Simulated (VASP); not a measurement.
# TiOs in VASP: further runs

Runs on TiOs. Level: LDA. Tasks: single point.

Program: VASP 6.6.1. These are calculated values, not measurements. Logs are shortened: lines on timing, memory, paths and dates and some standing lists are left out, and cuts for length are marked.

**1. The cell of the first run**

The structure is cubic, space group Pm-3m (No. 221). Conventional cell: a = 3.080 Å, b = 3.080 Å, c = 3.080 Å, α = 90.00°, β = 90.00°, γ = 90.00°. Within 3.5 Å of Ti (site symmetry m-3m) lie 8 Os at 2.67 Å and 6 Ti at 3.08 Å. Within 3.5 Å of Os (site symmetry m-3m) lie 8 Ti at 2.67 Å and 6 Os at 3.08 Å.

**2. Single point, LDA**

INCAR

```
PREC     = Accurate       # precision mode
ENCUT    = 520            # plane-wave cutoff, eV
EDIFF    = 1E-6           # SCF threshold, eV
ISMEAR   = -1             # smearing method
SIGMA    = 0.05           # smearing width, eV
LREAL    = F              # projectors in reciprocal space
LASPH    = T              # aspherical terms in the spheres
NELM     = 60             # most SCF steps
ALGO     = Normal         # electronic algorithm
ISIF     = 2              # what is computed and relaxed
LWAVE    = F              # write WAVECAR
LCHARG   = F              # write CHGCAR
NBANDS   = 17             # bands
```

KPOINTS

```
Automatic mesh
0
Gamma
  8 8 8
```

POSCAR

```
TiOs
1.0
    3.0800000000      0.0000000000      0.0000000000
    0.0000000000      3.0800000000      0.0000000000
    0.0000000000      0.0000000000      3.0800000000
Ti Os
1 1
Direct
    0.5000000000      0.5000000000      0.5000000000
    0.0000000000      0.0000000000      0.0000000000
```

Potentials or basis: VASP PAW LDA potentials, release 64 (Ti_sv, Os).

Launch:

```sh
cat potpaw_LDA.64/Ti_sv/POTCAR potpaw_LDA.64/Os/POTCAR > POTCAR
mpirun -np 1 vasp_std > vasp.out
```

OUTCAR:

```text
PREC = Accurate
   ENCUT = 520
   EDIFF = 1E-6
   ISMEAR = -1
   LREAL = F
   LASPH = T
   NELM = 60
   ISIF = 2

 ion  position               nearest neighbor table
   1  0.500  0.500  0.500-   2 2.67   2 2.67   2 2.67   2 2.67   2 2.67   2 2.67   2 2.67   2 2.67

   2  0.000  0.000  0.000-   1 2.67   1 2.67   1 2.67   1 2.67   1 2.67   1 2.67   1 2.67   1 2.67

  LATTYP: Found a simple cubic cell.
 ALAT       =     3.0800000000

  Lattice vectors:

 A1 = (   3.0800000000,   0.0000000000,   0.0000000000)
 A2 = (   0.0000000000,   3.0800000000,   0.0000000000)
 A3 = (   0.0000000000,   0.0000000000,   3.0800000000)

Analysis of symmetry for initial positions (statically):
=====================================================================
 Subroutine PRICEL returns:
 Original cell was already a primitive cell.

 Routine SETGRP: Setting up the symmetry group for a
 simple cubic supercell.

 Subroutine GETGRP returns: Found 48 space group operations
 (whereof 48 operations were pure point group operations)
 out of a pool of 48 trial point group operations.

The static configuration has the point symmetry O_h .

Analysis of symmetry for dynamics (positions and initial velocities):
=====================================================================
 Subroutine PRICEL returns:
 Original cell was already a primitive cell.

 Routine SETGRP: Setting up the symmetry group for a
 simple cubic supercell.

 Subroutine GETGRP returns: Found 48 space group operations
 (whereof 48 operations were pure point group operations)
 out of a pool of 48 trial point group operations.

The dynamic configuration has the point symmetry O_h .

 Subroutine INISYM returns: Found 48 space group operations
 (whereof 48 operations are pure point group operations),
 and found     1 'primitive' translations

----------------------------------------------------------------------------------------

                                     Primitive cell

  volume of cell :      29.2181

  direct lattice vectors                    reciprocal lattice vectors
     3.080000000  0.000000000  0.000000000     0.324675325  0.000000000  0.000000000
     0.000000000  3.080000000  0.000000000     0.000000000  0.324675325  0.000000000
     0.000000000  0.000000000  3.080000000     0.000000000  0.000000000  0.324675325

  length of vectors
     3.080000000  3.080000000  3.080000000     0.324675325  0.324675325  0.324675325

  position of ions in fractional coordinates (direct lattice)
     0.500000000  0.500000000  0.500000000
     0.000000000  0.000000000  0.000000000

  ion indices of the primitive-cell ions
   primitive index   ion index
                 1           1
                 2           2

----------------------------------------------------------------------------------------

 KPOINTS: Automatic mesh

Automatic generation of k-mesh.
 Grid dimensions read from file:
 generate k-points for:    8    8    8

 Generating k-lattice:

  Cartesian coordinates                     Fractional coordinates (reciprocal lattice)
     0.040584416  0.000000000  0.000000000     0.125000000  0.000000000  0.000000000
     0.000000000  0.040584416  0.000000000     0.000000000  0.125000000  0.000000000
     0.000000000  0.000000000  0.040584416     0.000000000  0.000000000  0.125000000

  Length of vectors
     0.040584416  0.040584416  0.040584416

  Shift w.r.t. Gamma in fractional coordinates (k-lattice)
     0.000000000  0.000000000  0.000000000

 Subroutine IBZKPT returns following result:
 ===========================================

 Found     35 irreducible k-points:

 Following reciprocal coordinates:
            Coordinates               Weight
  0.000000  0.000000  0.000000      1.000000
  0.125000  0.000000  0.000000      6.000000
  0.250000  0.000000  0.000000      6.000000
  0.375000  0.000000  0.000000      6.000000
  0.500000  0.000000  0.000000      3.000000
  0.125000  0.125000  0.000000     12.000000
[... 16 lines left out ...]
  0.375000  0.375000  0.125000     24.000000
  0.500000  0.375000  0.125000     24.000000
 [... further k-points ...]
   k-points           NKPTS =     35   k-points in BZ     NKDIM =     35   number of bands    NBANDS=     17
   number of dos      NEDOS =    301   number of ions     NIONS =      2
   total plane-waves  NPLWV =  13824
   dimension x,y,z NGX =    24 NGY =   24 NGZ =   24
   dimension x,y,z NGXF=    48 NGYF=   48 NGZF=   48
   ions per type =               1   1
   NGX,Y,Z   is equivalent  to a cutoff of  12.95, 12.95, 12.95 a.u.
   NGXF,Y,Z  is equivalent  to a cutoff of  25.91, 25.91, 25.91 a.u.
 SYSTEM =  unknown system
   PREC   = accura    normal or accurate (medium, high low for compatibility)
   ISTART =      0    job   : 0-new  1-cont  2-samecut
   ICHARG =      2    charge: 1-file 2-atom 10-const
   ISPIN  =      1    spin polarized calculation?
   LNONCOLLINEAR =      F non collinear calculations
   LSORBIT =      F    spin-orbit coupling
   LASPH  =      T    aspherical Exc in radial PAW
   ENCUT  =  520.0 eV  38.22 Ry    6.18 a.u.   5.73  5.73  5.73*2*pi/ulx,y,z
   NELM   =     60;   NELMIN=  2; NELMDL= -5     # of ELM steps
   EDIFF  = 0.1E-05   stopping-criterion for ELM
   LREAL  =      F    real-space projection
   EDIFFG = 0.1E-04   stopping-criterion for IOM
   NSW    =      0    number of steps for IOM
   IBRION =     -1    ionic relax: 0-MD 1-quasi-New 2-CG
   NFREE  =      0    steps in history (QN), initial steepest desc. (CG)
   ISIF   =      2    stress and relaxation
   ISYM   =      2    0-nonsym 1-usesym 2-fastsym
   POTIM  = 0.5000    time-step for ionic-motion
   TEBEG  =    0.0;   TEEND  =   0.0 temperature during run
   PSTRESS=    0.0 pullay stress
   NELECT =      20.0000    total number of electrons
   NUPDOWN=      -1.0000    fix difference up-down
   EMIN   =  10.00;   EMAX   =-10.00  energy-range for DOS
   EFERMI =   0.00;   METHOD = LEGACY
   ISMEAR =    -1;   SIGMA  =   0.05  broadening in eV -4-tet -1-fermi 0-gaus
   EFERMI_NEDOS =   21; number of points for ismear=-14 and -15
   IALGO  =     38    algorithm
   IMIX   =      4    mixing-type and parameters
     AMIX     =   0.40;   BMIX     =  1.00
     AMIX_MAG =   1.60;   BMIX_MAG =  1.00
  volume/ion in A,a.u.               =      14.61        98.59
  Fermi-wavevector in a.u.,A,eV,Ry     =   1.442782  2.726463 28.322167  2.081621
  Thomas-Fermi vector in A             =   2.561264
   LORBIT       =      0    0 simple, 1 ext, 2 COOP (PROOUT), +10 PAW based schemes
   GGA     = CA    functional components
   LHFCALC =     F    Hartree Fock is set to
   AEXX    =    0.0000 exact exchange contribution
   IVDW    =     0    specifies the selected vdW correction
   LEPSILON=     F    determine dielectric tensor
   LRPA    =     F    only Hartree local field effects (RPA)
 non-spin polarized calculation
  energy-cutoff  :      520.00
  volume of cell :       29.22
 maximum number of plane-waves:       840
 NGX is ok and might be reduce to    24
   NGX = 11   NGY = 11   NGZ = 11

 number of electron      20.0000006 magnetization

 Free energy of the ion-electron system (eV)
  ---------------------------------------------------
  ext. energy  EPLUGINS =         0.00000000
  ---------------------------------------------------
  free energy    TOTEN  =       -22.65441470 eV

  energy without entropy =      -22.64985589  energy(sigma->0) =      -22.65213530

 E-fermi :   9.4050     XC(G=0): -13.3158

 val. band max:        9.1894558613   @ k =   0.5000   0.1250   0.0000
 cond. band min:       9.4522133005   @ k =   0.3750   0.1250   0.0000
 fundamental gap:      0.2627574392
 Fermi energy:         9.4049780061

 k-point     1 :       0.0000    0.0000    0.0000
  band No.  band energies     occupation
      1     -47.0540      2.00000
      2     -23.5794      2.00000
      3     -23.5794      2.00000
      4     -23.5794      2.00000
      5       0.8061      2.00000
      6       3.9747      2.00000
[... 9 lines left out ...]
     16      18.2873      0.00000
     17      18.2873      0.00000

 k-point     2 :       0.1250    0.0000    0.0000
  band No.  band energies     occupation
      1     -47.0500      2.00000
      2     -23.6171      2.00000
      3     -23.5785      2.00000
      4     -23.5785      2.00000
      5       1.1438      2.00000
      6       4.1348      2.00000
[... 9 lines left out ...]
     16      17.1441      0.00000
     17      19.3337      0.00000

 k-point     3 :       0.2500    0.0000    0.0000
  band No.  band energies     occupation
      1     -47.0402      2.00000
      2     -23.7071      2.00000
      3     -23.5764      2.00000
      4     -23.5764      2.00000
      5       2.0606      2.00000
      6       4.5878      2.00000
[... 9 lines left out ...]
     16      14.9715      0.00000
     17      21.5996      0.00000

 k-point     4 :       0.3750    0.0000    0.0000
  band No.  band energies     occupation
      1     -47.0304      2.00000
      2     -23.7958      2.00000
      3     -23.5742      2.00000
      4     -23.5742      2.00000
      5       3.2111      2.00000
      6       5.2107      2.00000
[... 9 lines left out ...]
     16      13.2716      0.00000
     17      24.1749      0.00000
[... 343 lines left out ...]
      1     -47.0145      2.00000
      2     -23.7990      2.00000
      3     -23.6730      2.00000
      4     -23.5919      2.00000
      5       4.3646      2.00000
      6       4.9038      2.00000
[... 9 lines left out ...]
     16      13.5857      0.00000
     17      20.2563      0.00000

 k-point    23 :       0.3750    0.3750    0.1250
  band No.  band energies     occupation
      1     -47.0108      2.00000
      2     -23.7560      2.00000
      3     -23.7465      2.00000
      4     -23.5875      2.00000
      5       4.1523      2.00000
      6       4.6349      2.00000
[... 9 lines left out ...]
     16      15.0876      0.00000
     17      18.2677      0.00000

 k-point    24 :       0.5000    0.3750    0.1250
  band No.  band energies     occupation
      1     -47.0079      2.00000
      2     -23.7817      2.00000
      3     -23.7449      2.00000
      4     -23.5844      2.00000
      5       4.2156      2.00000
      6       4.3765      2.00000
[... 9 lines left out ...]
     16      14.1419      0.00000
     17      18.1643      0.00000

 [... further k-points ...]

------------------------ aborting loop because EDIFF is reached ----------------------------------------

  FORCE on cell =-STRESS in cart. coord.  units (eV):
  Direction    XX          YY          ZZ          XY          YZ          ZX
  --------------------------------------------------------------------------------------
  -------------------------------------------------------------------------------------
  Total       -1.8483246     -1.8483246     -1.8483246      0.0000000     -0.0000000      0.0000000
  in kB     -101.3530165   -101.3530165   -101.3530165      0.0000000     -0.0000000      0.0000000
  external PRESSURE =    -101.3530165 kB  Pullay stress =       0.0000000 kB

 VOLUME and BASIS-vectors are now :
 -----------------------------------------------------------------------------
  energy-cutoff  :      520.00
  volume of cell :       29.22
      direct lattice vectors                 reciprocal lattice vectors
     3.080000000  0.000000000  0.000000000     0.324675325  0.000000000  0.000000000
     0.000000000  3.080000000  0.000000000     0.000000000  0.324675325  0.000000000
     0.000000000  0.000000000  3.080000000     0.000000000  0.000000000  0.324675325

 POSITION                                       TOTAL-FORCE (eV/Angst)
 -----------------------------------------------------------------------------------
      1.54000      1.54000      1.54000         0.000000      0.000000      0.000000
      0.00000      0.00000      0.00000         0.000000      0.000000      0.000000
 -----------------------------------------------------------------------------------
    total drift:                                0.000000      0.000000     -0.000000

  FREE ENERGIE OF THE ION-ELECTRON SYSTEM (eV)
  ---------------------------------------------------
  free  energy   TOTEN  =       -22.6544146976 eV

  energy  without entropy=      -22.6498558940  energy(sigma->0) =      -22.65213530
```

Wall time 23 s (1 thread of AMD EPYC, shared host); peak memory 0.11 GiB.

What came out:

```
Free energy            : -22.6544 eV
Pressure               : -10.1 GPa
Band gap on the k mesh : zero (bands 10 and 11 overlap by 1.39 eV)
```

Levels at points of the mesh, in eV from the Fermi level:
```
           k point  band 8  band 9  band 10  band 11  band 12  band 13
(0.00, 0.00, 0.00)   -1.50   -1.50    -1.50     1.65     1.65     3.51
(0.50, 0.00, 0.00)   -1.79   -1.79    -1.04    -0.27     0.50     0.50
(0.50, 0.50, 0.00)   -3.32    0.86     0.86     0.92     1.00     1.96
(0.50, 0.50, 0.50)   -1.69   -1.69    -1.69     1.11     1.11     2.80
```

Caveat: the cell stands under tension; spin-orbit coupling is left out, which moves the levels of the heavy elements.

**3. Single point, LDA**

INCAR

```
PREC = Accurate
ENCUT = 520
EDIFF = 1E-7
ISMEAR = -1
SIGMA = 0.05
LREAL = False
LASPH = True
NELM = 60
ALGO = Normal
ISIF = 2
LWAVE = False
LCHARG = False
GGA = CA
NBANDS = 17
```

KPOINTS

```
regular mesh
0
Gamma
  8 8 8
```

Changes to POSCAR since step 2:

```diff
@@ -8,3 +8,3 @@
 Direct
-    0.5000000000      0.5000000000      0.5000000000
+    0.5000000000      0.4675324675      0.5000000000
     0.0000000000      0.0000000000      0.0000000000
```

Potentials or basis: VASP PAW LDA potentials, release 64 (Ti_sv, Os).

Launch:

```sh
cat potpaw_LDA.64/Ti_sv/POTCAR potpaw_LDA.64/Os/POTCAR > POTCAR
mpirun -np 1 vasp_std > vasp.out
```

Run time: 60 s. Hardware: 1 thread of AMD EPYC, shared host; peak memory 0.13 GiB.

Results (log left out):

| Property | Result |
| --- | --- |
| Free energy | -22.6217 eV |
| Pressure | -9.3 GPa |
| Largest force | 0.666 eV/Å |
| Band gap on the k mesh | zero (bands 10 and 11 overlap by 1.33 eV) |

Forces on the atoms (eV/Å):
```
Ti   0.000  0.666  0.000
Os   0.000 -0.666  0.000
```

Stress tensor (GPa, compression positive):
```
-9.25  0.00  0.00
 0.00 -9.34  0.00
 0.00  0.00 -9.25
```

Levels at points of the mesh, in eV from the Fermi level:
```csv
k point,band 8,band 9,band 10,band 11,band 12,band 13
"(0.00, 0.00, 0.00)",-1.56,-1.49,-1.49,1.54,1.67,3.44
"(0.50, 0.00, 0.00)",-2.04,-1.85,-0.79,-0.48,0.55,0.68
"(0.00, 0.50, 0.00)",-1.81,-1.81,-0.97,-0.40,0.48,0.48
"(0.50, 0.50, 0.00)",-3.35,0.63,0.80,0.97,1.15,2.03
"(0.50, 0.00, 0.50)",-3.31,0.85,0.85,0.86,0.97,1.90
"(0.50, 0.50, 0.50)",-1.70,-1.69,-1.69,1.08,1.09,2.79
```

Caveat: the cell stands under tension; spin-orbit coupling is left out, which moves the levels of the heavy elements.

**4. Single point, LDA**

INCAR

```
PREC = Accurate ; ENCUT = 520
EDIFF = 1E-7 ; ISMEAR = -1
SIGMA = 0.05 ; LREAL = False
LASPH = True ; NELM = 80
ALGO = Normal ; ISIF = 2
LWAVE = False ; LCHARG = False
NBANDS = 17
```

KPOINTS

```
Automatic mesh
0
Gamma
  8 8 8
```

Changes to POSCAR since step 3:

```diff
@@ -8,3 +8,3 @@
 Direct
-    0.5000000000      0.4675324675      0.5000000000
+    0.5000000000      0.5324675325      0.5000000000
     0.0000000000      0.0000000000      0.0000000000
```

Launch:

```sh
cat potpaw_LDA.64/Ti_sv/POTCAR potpaw_LDA.64/Os/POTCAR > POTCAR
mpirun -np 1 vasp_std > vasp.out
```

Wall time 54 s (1 thread of AMD EPYC, shared host); peak memory 0.12 GiB.

It converged, with:

- Free energy: -22.6217 eV
- Pressure: -9.3 GPa
- Largest force: 0.666 eV/Å
- Band gap on the k mesh: zero (bands 10 and 11 overlap by 1.33 eV)

Forces on the atoms (eV/Å):
```
Ti   0.000 -0.666  0.000
Os   0.000  0.666  0.000
```

Stress tensor (GPa, compression positive):
```
-9.25  0.00  0.00
 0.00 -9.34  0.00
 0.00  0.00 -9.25
```

Levels at points of the mesh, in eV from the Fermi level:
| k point | band 8 | band 9 | band 10 | band 11 | band 12 | band 13 |
| --- | --- | --- | --- | --- | --- | --- |
| (0.00, 0.00, 0.00) | -1.56 | -1.49 | -1.49 | 1.54 | 1.67 | 3.44 |
| (0.50, 0.00, 0.00) | -2.04 | -1.85 | -0.79 | -0.48 | 0.55 | 0.68 |
| (0.00, 0.50, 0.00) | -1.81 | -1.81 | -0.97 | -0.40 | 0.48 | 0.48 |
| (0.50, 0.50, 0.00) | -3.35 | 0.63 | 0.80 | 0.97 | 1.15 | 2.03 |
| (0.50, 0.00, 0.50) | -3.31 | 0.85 | 0.85 | 0.86 | 0.97 | 1.90 |
| (0.50, 0.50, 0.50) | -1.70 | -1.69 | -1.69 | 1.08 | 1.09 | 2.79 |

Caveat: the cell stands under tension; spin-orbit coupling is left out, which moves the levels of the heavy elements.

The gap in the log of VASP goes by the Fermi energy; the results here count the filled bands.